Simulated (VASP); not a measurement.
Here is a VASP 6.6.1 calculation.

Contents of INCAR:

```
ALGO = Normal ; EDIFF = 1E-8
ENCUT = 400 ; GGA = PE
GGA_COMPAT = False ; ISIF = 2
ISMEAR = -1 ; LASPH = True
LCHARG = False ; LEFG = True
LREAL = False ; LWAVE = False
NBANDS = 17 ; NELM = 120
PREC = Accurate ; SIGMA = 0.02
```

KPOINTS

```
k-points
0
Gamma
  8 8 8
```

POSCAR

```
TlCl
1.0
    3.7690043929      0.0000000000      0.0000000000
    0.0000000000      3.7690043929      0.0000000000
    0.0000000000      0.0000000000      3.7690043929
Tl Cl
1 1
Direct
    0.0000000000      0.0000000000      0.0000000000
    0.5000000000      0.5000000000      0.5000000000
```

Potentials or basis: VASP PAW PBE potentials, release 64 (Tl_d, Cl).

Command:

```sh
$ cat potpaw_PBE.64/Tl_d/POTCAR potpaw_PBE.64/Cl/POTCAR > POTCAR
$ mpirun -np 1 vasp_std > vasp.out
```

Task: Predict the band gap on the k mesh.

Result: 1.95 eV.

Task: What does it give for the pressure?

Result: 2.8 GPa.

Caveat: spin-orbit coupling is left out, which moves the levels of the heavy elements. A k mesh can miss the band edges.
